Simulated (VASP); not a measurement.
Input of a VASP 6.6.1 run:

The input INCAR:

```
SYSTEM = Si32O
PREC = Accurate
ENCUT = 520
EDIFF = 1E-6
ISMEAR = 0
SIGMA = 0.02
LREAL = Auto
LASPH = .TRUE.
NELM = 60
ALGO = Normal
ISIF = 2
LWAVE = .FALSE.
LCHARG = .FALSE.
GGA = PE
NBANDS = 89
```

Contents of KPOINTS:

```
Automatic mesh
0
Gamma
  2 2 2
  0.5 0.5 0.5
```

File POSCAR:

```
Si32O
1.0
   -5.4696767048      5.4696767048     -5.4696767048
    5.4696767048      5.4696767048      5.4696767048
    5.4696767048     -5.4696767048     -5.4696767048
Si O
32 1
Direct
    0.2429109730      0.7480433196      0.7453334414
    0.0068187899      0.0053715252      0.7874890650
    0.4976501547      0.7445267243      0.4976671187
    0.7490730416      0.2476832852      0.7493755390
    0.2493456039     -0.0006867031      0.5112824178
    0.4980376833      0.4983490254      0.7459987915
   -0.0000388060      0.2468418074      0.5022860398
    0.7520140168      0.7523266442      0.2539526591
    0.4975613827      0.0026836668      0.2546149250
    0.7380321115      0.4880062307      0.4886734226
   -0.0008362104      0.7534210285     -0.0000188054
    0.2193194578      0.2178670204      0.2124588713
   -0.0003277780      0.4982931746      0.2505711061
    0.7378249332     -0.0012215187     -0.0000213990
    0.5016413843      0.2539566936     -0.0000232045
    0.2513306570      0.5237315753     -0.0000274953
    0.2492739067      0.5022196521      0.7449229725
   -0.0138069598      0.7316319338      0.7366753871
    0.4876461380      0.4866142816      0.4861092324
    0.7450803011     -0.0025988593      0.7516717795
    0.2497105099      0.7474068018      0.4994972037
    0.5016285080      0.2513968529      0.7506974196
    0.0015200645      0.0004858206      0.5138427540
    0.7509078385      0.5006749408      0.2492616361
    0.5043202214      0.7572669517      0.2550296858
    0.7501862814      0.2478861418      0.5004526969
   -0.0051436106      0.5001137072     -0.0000287922
    0.2495052964     -0.0050633127      0.2632817527
   -0.0066065866      0.2457133057      0.2482807780
    0.7486070799      0.7519807954     -0.0000217750
    0.4878672995     -0.0012888602     -0.0000268341
    0.2669434284      0.2861152492     -0.0000221478
    0.1025035596      0.0270629366     -0.0000216975
```

Potentials or basis: VASP PAW PBE potentials, release 64 (Si, O).

The run is started by

```console
$ cat potpaw_PBE.64/Si/POTCAR potpaw_PBE.64/O/POTCAR > POTCAR
$ mpirun -np 1 vasp_std > vasp.out
```

Question: Predict the largest force.

Answer: 0.038 eV/Å.

Question: What does it give for the band gap on the k mesh?

Answer: 0.12 eV.

Question: Estimate the pressure.

Answer: 0.6 GPa.

Forces on the atoms (eV/Å):
```
Si  -0.001  0.002  0.002
Si  -0.024  0.002  0.028
Si   0.003 -0.001 -0.001
Si  -0.001  0.004  0.006
Si  -0.002 -0.003 -0.004
Si   0.004 -0.003 -0.004
Si  -0.001 -0.001  0.003
Si  -0.003 -0.003  0.004
Si   0.002  0.002  0.000
Si  -0.004 -0.002 -0.002
Si   0.006  0.004  0.006
Si   0.029  0.001 -0.024
Si   0.006  0.003 -0.002
Si  -0.003 -0.001 -0.004
Si   0.007 -0.008  0.007
Si  -0.001 -0.006 -0.001
Si  -0.001 -0.002  0.001
Si   0.000  0.004 -0.001
Si  -0.007  0.001  0.005
Si   0.003 -0.001 -0.003
Si   0.000 -0.001  0.004
Si  -0.001  0.001 -0.001
Si   0.006  0.000 -0.006
Si  -0.001  0.001 -0.001
Si   0.001 -0.002 -0.001
Si   0.003 -0.001  0.000
Si  -0.003 -0.001 -0.003
Si  -0.001  0.005  0.000
Si  -0.003  0.000  0.003
Si   0.003  0.005  0.003
Si  -0.001  0.003 -0.001
Si  -0.007  0.005 -0.008
O   -0.008 -0.007 -0.008
```
